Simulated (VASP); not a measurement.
PbAu2, 6 atoms in the cell. It takes space group Fd-3m (No. 227, cubic). Conventional cell: a = 8.201 Å, b = 8.201 Å, c = 8.201 Å, α = 90.00°, β = 90.00°, γ = 90.00°. Within 4.5 Å of Pb (site symmetry -43m) lie 12 Au at 3.40 Å and 4 Pb at 3.55 Å. Au (site symmetry -3m) has 6 Au at 2.90 Å and 6 Pb at 3.40 Å within 3.8 Å. 

```yaml
Program: VASP 6.6.1
Task: single point
Functional: r2SCAN
Potentials_or_basis: VASP PAW PBE potentials, release 64 (Pb_d, Au)
Cutoff: 520 eV
k_mesh: 7 × 7 × 7
Occupations: fermi-dirac, width 0.1 eV
Spin: no spin polarisation
Dipole_correction: no
Further_INCAR_settings: ALGO = Normal; EDIFF = 1e-07; NBANDS = 45
```

Potentials or basis: VASP PAW PBE potentials, release 64 (Pb_d, Au).

Command:

```sh
$ cat potpaw_PBE.64/Pb_d/POTCAR potpaw_PBE.64/Au/POTCAR > POTCAR
$ cp INCAR.step1 INCAR
$ mpirun -np 1 vasp_std > vasp.out
$ cp INCAR.step2 INCAR
$ mpirun -np 1 vasp_std > vasp.out
```

Hardware: 1 thread of Intel(R) Xeon(R) Platinum 8259CL CPU @ 2.50GHz (Skylake/Cascade Lake), with other jobs on the host.

Question: How long does it take, and how much memory?

Answer: Run time: 9 min on 1 thread of Intel(R) Xeon(R) Platinum 8259CL CPU @ 2.50GHz (Skylake/Cascade Lake) (shared host), peak memory 0.4 GiB. Counts: k points 20.
